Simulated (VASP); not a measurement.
Set up this calculation in VASP 6.6.1, as the native input.

| Item | Value |
| --- | --- |
| Task | single point |
| Functional | PBE |
| Dispersion | D3(BJ) |
| Potentials or basis | VASP PAW PBE potentials, release 64 (Sr_sv, O) |
| Cutoff | 520 eV |
| k mesh | 6 × 6 × 6 |
| Occupations | gaussian, width 0.02 eV |
| Spin | no spin polarisation |
| Dipole correction | no |
| Further INCAR settings | ALGO = Normal; EDIFF = 1e-07; NBANDS = 24 |

The structure of SrO lies in POSCAR:

```
SrO
1.0
    4.2549631900      0.0000000000      0.0000000000
   -2.1274815950      3.6849062147      0.0000000000
    0.0000000000      0.0000000000      5.1494913021
Sr O
2 2
Direct
    0.3333333333      0.6666666667      0.9375000000
    0.6666666667      0.3333333333      0.4375000000
    0.3333333333      0.6666666667      0.4375000000
    0.6666666667      0.3333333333      0.9375000000
```

The input as run:

INCAR

```
SYSTEM = SrO
ALGO = Normal
EDIFF = 1E-7
ENCUT = 520
GGA = PE
ISIF = 2
ISMEAR = 0
IVDW = 12
LASPH = .True.
LCHARG = .False.
LREAL = .False.
LWAVE = .False.
NBANDS = 24
NELM = 100
PREC = Accurate
SIGMA = 0.02
```

KPOINTS

```
k-points
0
Gamma
  6 6 6
  0 0 0
```

Potentials or basis: VASP PAW PBE potentials, release 64 (Sr_sv, O).

Launch:

```console
$ cat potpaw_PBE.64/Sr_sv/POTCAR potpaw_PBE.64/O/POTCAR > POTCAR
$ mpirun -np 1 vasp_std > vasp.out
```

It gave:

```
Pressure                   : 0.5 GPa
Band gap on the k mesh     : 2.67 eV, direct
Dispersion energy per atom : -0.205 eV
```

It took 44 s on 1 thread of Intel(R) Xeon(R) Platinum 8488C (Sapphire Rapids) (shared host), peak memory 0.22 GiB.
